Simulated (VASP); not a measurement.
# PbS (Galena) (Fm-3m) in VASP: a series of runs

Runs on PbS (Galena). Level: PBEsol. Tasks: single point, relaxation of cell and atoms.

Program: VASP 6.6.1. These are calculated values, not measurements. Logs are shortened: lines on timing, memory, paths and dates and some standing lists are left out, and cuts for length are marked.

## Step 1: The cell of the first run

Symmetry: Fm-3m, No. 225, cubic system. The conventional cell has a = 5.904 Å, b = 5.904 Å, c = 5.904 Å, α = 90.00°, β = 90.00°, γ = 90.00°. Pb (site symmetry m-3m) has 6 S at 2.95 Å within 3.9 Å. Within 3.9 Å of S (site symmetry m-3m) lie 6 Pb at 2.95 Å.

## Step 2: Single point, PBEsol

INCAR reads:

```
SYSTEM = PbS
PREC = Accurate
ENCUT = 500
EDIFF = 1E-6
ISMEAR = 0
SIGMA = 0.02
LREAL = .FALSE.
LASPH = .TRUE.
NELM = 120
ALGO = Normal
ISIF = 2
LWAVE = .FALSE.
LCHARG = .FALSE.
GGA = PS
NBANDS = 17
GGA_COMPAT = .FALSE.
```

KPOINTS reads:

```
regular mesh
0
G
  10 10 10
  0 0 0
```

POSCAR reads:

```
PbS
1.0
    0.0000000000      2.9518211733      2.9518211733
    2.9518211733      0.0000000000      2.9518211733
    2.9518211733      2.9518211733      0.0000000000
Pb S
1 1
Direct
    0.0000000000      0.0000000000      0.0000000000
    0.5000000000      0.5000000000      0.5000000000
```

Potentials or basis: VASP PAW PBE potentials, release 64 (Pb_d, S).

On the command line:

```console
cat potpaw_PBE.64/Pb_d/POTCAR potpaw_PBE.64/S/POTCAR > POTCAR
mpirun -np 1 vasp_std > vasp.out
```

OUTCAR:

```text
SYSTEM = PbS
   PREC = Accurate
   ENCUT = 500
   EDIFF = 1E-6
   ISMEAR = 0
   LREAL = .FALSE.
   LASPH = .TRUE.
   NELM = 120
   ISIF = 2
   GGA = PS

 ion  position               nearest neighbor table
   1  0.000  0.000  0.000-   2 2.95   2 2.95   2 2.95   2 2.95   2 2.95   2 2.95
   2  0.500  0.500  0.500-   1 2.95   1 2.95   1 2.95   1 2.95   1 2.95   1 2.95

  LATTYP: Found a face centered cubic cell.
 ALAT       =     5.9036423466

  Lattice vectors:

 A1 = (   0.0000000000,   2.9518211733,   2.9518211733)
 A2 = (   2.9518211733,   0.0000000000,   2.9518211733)
 A3 = (   2.9518211733,   2.9518211733,   0.0000000000)

Analysis of symmetry for initial positions (statically):
=====================================================================
 Subroutine PRICEL returns:
 Original cell was already a primitive cell.

 Routine SETGRP: Setting up the symmetry group for a
 face centered cubic supercell.

 Subroutine GETGRP returns: Found 48 space group operations
 (whereof 48 operations were pure point group operations)
 out of a pool of 48 trial point group operations.

The static configuration has the point symmetry O_h .

Analysis of symmetry for dynamics (positions and initial velocities):
=====================================================================
 Subroutine PRICEL returns:
 Original cell was already a primitive cell.

 Routine SETGRP: Setting up the symmetry group for a
 face centered cubic supercell.

 Subroutine GETGRP returns: Found 48 space group operations
 (whereof 48 operations were pure point group operations)
 out of a pool of 48 trial point group operations.

The dynamic configuration has the point symmetry O_h .

 Subroutine INISYM returns: Found 48 space group operations
 (whereof 48 operations are pure point group operations),
 and found     1 'primitive' translations

----------------------------------------------------------------------------------------

                                     Primitive cell

  volume of cell :      51.4399

  direct lattice vectors                    reciprocal lattice vectors
     0.000000000  2.951821173  2.951821173    -0.169386955  0.169386955  0.169386955
     2.951821173  0.000000000  2.951821173     0.169386955 -0.169386955  0.169386955
     2.951821173  2.951821173  0.000000000     0.169386955  0.169386955 -0.169386955

  length of vectors
     4.174505537  4.174505537  4.174505537     0.293386812  0.293386812  0.293386812

  position of ions in fractional coordinates (direct lattice)
     0.000000000  0.000000000  0.000000000
     0.500000000  0.500000000  0.500000000

  ion indices of the primitive-cell ions
   primitive index   ion index
                 1           1
                 2           2

----------------------------------------------------------------------------------------

 KPOINTS: regular mesh

Automatic generation of k-mesh.
 Grid dimensions read from file:
 generate k-points for:   10   10   10

 Generating k-lattice:

  Cartesian coordinates                     Fractional coordinates (reciprocal lattice)
    -0.016938695  0.016938695  0.016938695     0.100000000  0.000000000  0.000000000
     0.016938695 -0.016938695  0.016938695     0.000000000  0.100000000  0.000000000
     0.016938695  0.016938695 -0.016938695     0.000000000  0.000000000  0.100000000

  Length of vectors
     0.029338681  0.029338681  0.029338681

  Shift w.r.t. Gamma in fractional coordinates (k-lattice)
     0.000000000  0.000000000  0.000000000

 Subroutine IBZKPT returns following result:
 ===========================================

 Found     47 irreducible k-points:

 Following reciprocal coordinates:
            Coordinates               Weight
  0.000000  0.000000  0.000000      1.000000
  0.100000  0.000000  0.000000      8.000000
  0.200000  0.000000  0.000000      8.000000
  0.300000  0.000000  0.000000      8.000000
  0.400000  0.000000  0.000000      8.000000
  0.500000  0.000000  0.000000      4.000000
[... 16 lines left out ...]
  0.300000  0.300000  0.000000      6.000000
  0.400000  0.300000  0.000000     24.000000
 [... further k-points ...]
   k-points           NKPTS =     47   k-points in BZ     NKDIM =     47   number of bands    NBANDS=     17
   number of dos      NEDOS =    301   number of ions     NIONS =      2
   total plane-waves  NPLWV =  27000
   dimension x,y,z NGX =    30 NGY =   30 NGZ =   30
   dimension x,y,z NGXF=    60 NGYF=   60 NGZF=   60
   ions per type =               1   1
   NGX,Y,Z   is equivalent  to a cutoff of  11.95, 11.95, 11.95 a.u.
   NGXF,Y,Z  is equivalent  to a cutoff of  23.89, 23.89, 23.89 a.u.
 SYSTEM =  PbS
   PREC   = accura    normal or accurate (medium, high low for compatibility)
   ISTART =      0    job   : 0-new  1-cont  2-samecut
   ICHARG =      2    charge: 1-file 2-atom 10-const
   ISPIN  =      1    spin polarized calculation?
   LNONCOLLINEAR =      F non collinear calculations
   LSORBIT =      F    spin-orbit coupling
   LASPH  =      T    aspherical Exc in radial PAW
   ENCUT  =  500.0 eV  36.75 Ry    6.06 a.u.   7.61  7.61  7.61*2*pi/ulx,y,z
   NELM   =    120;   NELMIN=  2; NELMDL= -5     # of ELM steps
   EDIFF  = 0.1E-05   stopping-criterion for ELM
   LREAL  =      F    real-space projection
   EDIFFG = 0.1E-04   stopping-criterion for IOM
   NSW    =      0    number of steps for IOM
   IBRION =     -1    ionic relax: 0-MD 1-quasi-New 2-CG
   NFREE  =      0    steps in history (QN), initial steepest desc. (CG)
   ISIF   =      2    stress and relaxation
   ISYM   =      2    0-nonsym 1-usesym 2-fastsym
   POTIM  = 0.5000    time-step for ionic-motion
   TEBEG  =    0.0;   TEEND  =   0.0 temperature during run
   PSTRESS=    0.0 pullay stress
   NELECT =      20.0000    total number of electrons
   NUPDOWN=      -1.0000    fix difference up-down
   EMIN   =  10.00;   EMAX   =-10.00  energy-range for DOS
   EFERMI =   0.00;   METHOD = LEGACY
   ISMEAR =     0;   SIGMA  =   0.02  broadening in eV -4-tet -1-fermi 0-gaus
   EFERMI_NEDOS =   21; number of points for ismear=-14 and -15
   IALGO  =     38    algorithm
   IMIX   =      4    mixing-type and parameters
     AMIX     =   0.40;   BMIX     =  1.00
     AMIX_MAG =   1.60;   BMIX_MAG =  1.00
  volume/ion in A,a.u.               =      25.72       173.57
  Fermi-wavevector in a.u.,A,eV,Ry     =   1.194863  2.257964 19.425006  1.427698
  Thomas-Fermi vector in A             =   2.330843
   LORBIT       =      0    0 simple, 1 ext, 2 COOP (PROOUT), +10 PAW based schemes
   GGA     = PS    functional components
   LHFCALC =     F    Hartree Fock is set to
   AEXX    =    0.0000 exact exchange contribution
   IVDW    =     0    specifies the selected vdW correction
   LEPSILON=     F    determine dielectric tensor
   LRPA    =     F    only Hartree local field effects (RPA)
 non-spin polarized calculation
 Gauss-broadening in eV      SIGMA  =   0.02
  energy-cutoff  :      500.00
  volume of cell :       51.44
 maximum number of plane-waves:      1326
   NGX = 15   NGY = 15   NGZ = 15

 number of electron      20.0000006 magnetization

 Free energy of the ion-electron system (eV)
  ---------------------------------------------------
  ext. energy  EPLUGINS =         0.00000000
  ---------------------------------------------------
  free energy    TOTEN  =        -9.45671457 eV

  energy without entropy =       -9.45671457  energy(sigma->0) =       -9.45671457

 E-fermi :   5.9938     XC(G=0):  -9.9532

 val. band max:        5.8927646115   @ k =   0.5000   0.0000   0.0000
 cond. band min:       6.0931945497   @ k =   0.5000   0.0000   0.0000
 fundamental gap:      0.2004299382
 Fermi energy:         5.9938047340

 k-point     1 :       0.0000    0.0000    0.0000
  band No.  band energies     occupation
      1     -10.8916      2.00000
      2     -10.8916      2.00000
      3     -10.8916      2.00000
      4     -10.8787      2.00000
      5     -10.8787      2.00000
      6      -7.8567      2.00000
[... 9 lines left out ...]
     16      12.4840      0.00000
     17      14.2782      0.00000

 k-point     2 :       0.1000    0.0000    0.0000
  band No.  band energies     occupation
      1     -10.8911      2.00000
      2     -10.8894      2.00000
      3     -10.8894      2.00000
      4     -10.8794      2.00000
      5     -10.8794      2.00000
      6      -7.7678      2.00000
[... 9 lines left out ...]
     16      12.7451      0.00000
     17      15.1671      0.00000

 k-point     3 :       0.2000    0.0000    0.0000
  band No.  band energies     occupation
      1     -10.8937      2.00000
      2     -10.8937      2.00000
      3     -10.8902      2.00000
      4     -10.8711      2.00000
      5     -10.8711      2.00000
      6      -7.5123      2.00000
[... 9 lines left out ...]
     16      13.3307      0.00000
     17      16.7917      0.00000

 k-point     4 :       0.3000    0.0000    0.0000
  band No.  band energies     occupation
      1     -10.9033      2.00000
      2     -10.9033      2.00000
      3     -10.8894      2.00000
      4     -10.8564      2.00000
      5     -10.8564      2.00000
      6      -7.1327      2.00000
[... 9 lines left out ...]
     16      14.1908      0.00000
     17      18.1883      0.00000
[... 343 lines left out ...]
      1     -10.9114      2.00000
      2     -10.8981      2.00000
      3     -10.8849      2.00000
      4     -10.8672      2.00000
      5     -10.8556      2.00000
      6      -6.9930      2.00000
[... 9 lines left out ...]
     16      15.6849      0.00000
     17      16.1085      0.00000

 k-point    23 :       0.3000    0.3000    0.0000
  band No.  band energies     occupation
      1     -10.9729      2.00000
      2     -10.9100      2.00000
      3     -10.8604      2.00000
      4     -10.8491      2.00000
      5     -10.8491      2.00000
      6      -6.8516      2.00000
[... 9 lines left out ...]
     16      16.4154      0.00000
     17      16.7311      0.00000

 k-point    24 :       0.4000    0.3000    0.0000
  band No.  band energies     occupation
      1     -10.9957      2.00000
      2     -10.9101      2.00000
      3     -10.8629      2.00000
      4     -10.8421      2.00000
      5     -10.8375      2.00000
      6      -6.5411      2.00000
[... 9 lines left out ...]
     16      16.8530      0.00000
     17      17.5037      0.00000

 [... further k-points ...]
[... 5 lines left out ...]
  --------------------------------------------------------------------------------------
  -------------------------------------------------------------------------------------
  Total       -0.0231437     -0.0231437     -0.0231437      0.0000000      0.0000000     -0.0000000
  in kB       -0.7208488     -0.7208488     -0.7208488      0.0000000      0.0000000     -0.0000000
  external PRESSURE =      -0.7208488 kB  Pullay stress =       0.0000000 kB

 VOLUME and BASIS-vectors are now :
 -----------------------------------------------------------------------------
  energy-cutoff  :      500.00
  volume of cell :       51.44
      direct lattice vectors                 reciprocal lattice vectors
     0.000000000  2.951821173  2.951821173    -0.169386955  0.169386955  0.169386955
     2.951821173  0.000000000  2.951821173     0.169386955 -0.169386955  0.169386955
     2.951821173  2.951821173  0.000000000     0.169386955  0.169386955 -0.169386955

 POSITION                                       TOTAL-FORCE (eV/Angst)
 -----------------------------------------------------------------------------------
      0.00000      0.00000      0.00000         0.000000      0.000000      0.000000
      2.95182      2.95182      2.95182         0.000000      0.000000     -0.000000
 -----------------------------------------------------------------------------------
    total drift:                               -0.000000      0.000000      0.000000

  FREE ENERGIE OF THE ION-ELECTRON SYSTEM (eV)
  ---------------------------------------------------
  free  energy   TOTEN  =        -9.4567145703 eV

  energy  without entropy=       -9.4567145703  energy(sigma->0) =       -9.45671457
```

It took 32 s on 1 thread of AMD EPYC 7R43 (Zen 3), shared host; peak memory 0.15 GiB.

Results:

| Quantity | Value |
| --- | --- |
| Free energy | -9.4567 eV |
| Pressure | -0.1 GPa |
| Band gap on the k mesh | 0.20 eV, direct |

Caveat: the PAW data sets were made with another functional, which shifts forces and pressure a little; spin-orbit coupling is left out, which moves the levels of the heavy elements.

## Step 3: Relaxation of cell and atoms, PBEsol

This run uses another cell than the first one, of 26.14 Å³/atom, 1.016 times its volume.

INCAR reads:

```
PREC = Accurate ; ENCUT = 500
EDIFF = 1E-7 ; ISMEAR = 0
SIGMA = 0.02 ; LREAL = F
LASPH = T ; NELM = 120
ALGO = Normal ; ISIF = 3
LWAVE = F ; LCHARG = F
GGA = PS ; IBRION = 2
NSW = 70 ; EDIFFG = -0.005
GGA_COMPAT = F ; NELMIN = 4
```

KPOINTS reads:

```
regular mesh
0
Gamma
  10 10 10
```

POSCAR reads:

```
PbS
1.0
    0.0000000000      2.9679283498      2.9679283498
    2.9679283498      0.0000000000      2.9679283498
    2.9679283498      2.9679283498      0.0000000000
Pb S
1 1
Direct
    0.0000000000      0.0000000000      0.0000000000
    0.5000000000      0.5000000000      0.5000000000
```

Potentials or basis: VASP PAW PBE potentials, release 64 (Pb_d, S).

On the command line:

```console
cat potpaw_PBE.64/Pb_d/POTCAR potpaw_PBE.64/S/POTCAR > POTCAR
mpirun -np 1 vasp_std > vasp.out
```

Run time: 94 s. Hardware: 1 thread of AMD EPYC 7R43 (Zen 3), shared host; peak memory 0.16 GiB.

It converged, with:

```
Free energy                            : -9.4571 eV
Relaxed volume                         : 25.69 Å³/atom
Relaxed cell                           : a = 4.173 Å, b = 4.173 Å, c = 4.173 Å, α = 60.00°, β = 60.00°, γ = 60.00°
Space group after relaxing (to 0.05 Å) : Fm-3m (No. 225)
Energy gained by relaxing              : 1.4 meV/atom
Ionic steps                            : 3
Pressure after relaxing                : 0.0 GPa
Band gap on the k mesh                 : 0.20 eV, direct
```

Step by step:
| step | energy change (eV) | largest force (eV/Å) | pressure (GPa) | volume (Å³) |
| --- | --- | --- | --- | --- |
| 1 | 0.0000 | 0.0000 | -1.00 | 52.29 |
| 2 | -0.0024 | 0.0000 | 0.40 | 51.06 |
| 3 | -0.0029 | 0.0000 | 0.00 | 51.39 |

Final structure:
```
Pb S
1.0
     0.00000    2.95085    2.95085
     2.95085    0.00000    2.95085
     2.95085    2.95085    0.00000
Pb S
1 1
Direct
  0.00000 0.00000 0.00000
  0.50000 0.50000 0.50000
```

Levels at points of the mesh, in eV from the valence-band top:
| k point | band 7 | band 8 | band 9 | band 10 | band 11 | band 12 | band 13 | band 14 |
| --- | --- | --- | --- | --- | --- | --- | --- | --- |
| (0.00, 0.00, 0.00) | -6.05 | -2.26 | -2.26 | -2.26 | 5.19 | 5.19 | 5.19 | 6.59 |
| (0.50, 0.00, 0.00) | -9.01 | -1.86 | -1.86 | 0.00 | 0.20 | 1.84 | 1.84 | 8.49 |
| (0.50, 0.50, 0.00) | -7.28 | -5.41 | -3.58 | -3.58 | 3.64 | 5.56 | 5.68 | 5.68 |

Caveat: the PAW data sets were made with another functional, which shifts forces and pressure a little; spin-orbit coupling is left out, which moves the levels of the heavy elements. A k mesh can miss the band edges.
